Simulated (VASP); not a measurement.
A run of VASP 6.6.1:

Contents of INCAR:

```
SYSTEM = C21O
ALGO = Normal ; DIPOL = 0.5 0.5 0.296
EDIFF = 1E-6 ; ENCUT = 520
GGA = PE ; IDIPOL = 3
ISIF = 2 ; ISMEAR = 0
IVDW = 12 ; LASPH = .TRUE.
LCHARG = .TRUE. ; LDIPOL = .TRUE.
LELF = .TRUE. ; LREAL = Auto
LVACPOTAV = .TRUE. ; LVHAR = .TRUE.
LWAVE = .FALSE. ; NBANDS = 62
NELM = 60 ; PREC = Accurate
SIGMA = 0.05
```

File KPOINTS:

```
k-points
0
G
  5 8 1
  0 0 0
```

File POSCAR:

```
C21O
1.0
    5.0304222913      0.0000000000      0.0000000000
    0.0000000000      3.5570457144      0.0000000000
    0.0000000000      0.0000000000     23.8251416051
C O
21 1
Direct
    0.2500000000      0.0000000000      0.1678898731
    0.7500000000      0.0000000000      0.1678898731
    0.0000000000      0.2500000000      0.1678898731
    0.5000000000      0.2500000000      0.1678898731
    0.0000000000      0.5000000000      0.2206746831
    0.5000000000      0.5000000000      0.2206746831
    0.2500000000      0.7500000000      0.2206746831
    0.7500000000      0.7500000000      0.2206746831
    0.2500000000      0.0023818432      0.2733210081
    0.7500000000      0.0023818432      0.2733210081
    0.0000000000      0.2476181568      0.2733210081
    0.5000000000      0.2476181568      0.2733210081
    0.0000000000      0.5094747646      0.3275705903
    0.5000000000      0.5094747646      0.3275705903
    0.2500000000      0.7405252354      0.3275705903
    0.7500000000      0.7405252354      0.3275705903
    0.2500000000      0.0286707501      0.3725115994
    0.7500000000      0.0286707501      0.3725115994
    0.0000000000      0.2213292499      0.3725115994
    0.5000000000      0.2213292499      0.3725115994
    0.3750000000      0.7786707501      0.5550918364
    0.3750000000      0.7786707501      0.5068234979
```

Potentials or basis: VASP PAW PBE potentials, release 64 (C, O).

Run with:

```bash
$ cat potpaw_PBE.64/C/POTCAR potpaw_PBE.64/O/POTCAR > POTCAR
$ mpirun -np 1 vasp_std > vasp.out
```

Hardware: 1 thread of Intel(R) Xeon(R) 6975P-C (Granite Rapids), with other jobs on the host.

Q: Estimate the wall time of this run.

A: Run time: 11 min on 1 thread of Intel(R) Xeon(R) 6975P-C (Granite Rapids), on a shared host, peak memory 0.67 GiB. Counts: scf iterations 26, k points 21.
